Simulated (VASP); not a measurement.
**CaO: single point with LDA**

CaO:

```
CELL_PARAMETERS angstrom
0.02143 2.44900 2.44900
2.44900 0.02143 2.44900
2.47043 2.47043 0.00000
ATOMIC_POSITIONS crystal
Ca 0.00000 0.00000 0.00000
O 0.50000 0.50000 0.50000
```

This cell differs from its parent crystal: strain +0.0175 x Voigt [0, 0, 0, 0, 0, 1].

- Program: VASP 6.6.1
- Task: single point
- Functional: LDA
- Potentials or basis: VASP PAW LDA potentials, release 64 (Ca_sv, O)
- Cutoff: 520 eV
- k mesh: 8 × 8 × 8
- Occupations: gaussian, width 0.05 eV
- Spin: no spin polarisation

```json
{
  "Pressure": "-11.2 GPa",
  "Band gap on the k mesh": "3.45 eV, indirect (least direct gap 3.82 eV)"
}
```

Stress tensor (GPa, compression positive):
```
-11.18  -1.34   0.00
 -1.34 -11.18   0.00
  0.00   0.00 -11.21
```

Levels at points of the mesh, in eV from the valence-band top:
```
           k point  band 6  band 7  band 8  band 9  band 10  band 11
(0.00, 0.00, 0.00)   -0.06   -0.03    0.00    4.09     5.86     5.94
(0.50, 0.00, 0.00)   -2.60   -1.21   -1.15    6.68     7.86     7.95
(0.50, 0.50, 0.00)   -1.36   -0.46   -0.37    3.45     7.57     8.52
(0.00, 0.00, 0.50)   -2.61   -1.16   -1.09    6.64     7.87     7.89
(0.50, 0.00, 0.50)   -1.36   -0.42   -0.42    3.45     7.56     8.52
```

Wall time 30 s on 1 thread of Intel(R) Xeon(R) Platinum 8124M CPU @ 3.00GHz (Skylake/Cascade Lake), with other jobs on the host, peak memory 0.17 GiB.

Caveat: the cell differs from its parent crystal (strain +0.0175 x Voigt [0, 0, 0, 0, 0, 1]). A k mesh can miss the band edges.
